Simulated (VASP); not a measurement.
Input of a VASP 6.6.1 run:

File INCAR:

```
SYSTEM = CdSe
PREC = Accurate ; ENCUT = 520
EDIFF = 1E-6 ; ISMEAR = 0
SIGMA = 0.05 ; LREAL = .False.
LASPH = .True. ; NELM = 150
ALGO = Normal ; ISIF = 2
LWAVE = .False. ; LCHARG = .True.
MAGMOM = 0 0 0 0 0 0 0 0 0 0 0 0 ; LORBIT = 11
LSORBIT = .True. ; GGA_COMPAT = .False.
LORBMOM = .True. ; GGA = PE
LVHAR = .True. ; NBANDS = 50
```

KPOINTS

```
Automatic mesh
0
Gamma
  10 10 6
  0 0 0
```

POSCAR

```
CdSe
1.0
    4.3833493792      0.0000000000      0.0000000000
   -2.1916746896      3.7960919161      0.0000000000
    0.0000000000      0.0000000000      7.1544186791
Cd Se
2 2
Direct
    0.6666666667      0.3333333333     -0.0003929495
    0.3333333333      0.6666666667      0.4996070505
    0.6666666667      0.3333333333      0.3753929495
    0.3333333333      0.6666666667      0.8753929495
```

Potentials or basis: VASP PAW PBE potentials, release 64 (Cd, Se).

Run with:

```sh
$ cat potpaw_PBE.64/Cd/POTCAR potpaw_PBE.64/Se/POTCAR > POTCAR
$ mpirun -np 1 vasp_ncl > vasp.out
```

Predict the pressure.

0.2 GPa.

What does it give for the net moment?

0.00 μB per cell.

Moments on the atoms (μB; x, y, z):
```
Cd  0.00 0.00 0.00
Cd  0.00 0.00 0.00
Se  0.00 0.00 0.00
Se  0.00 0.00 0.00
```
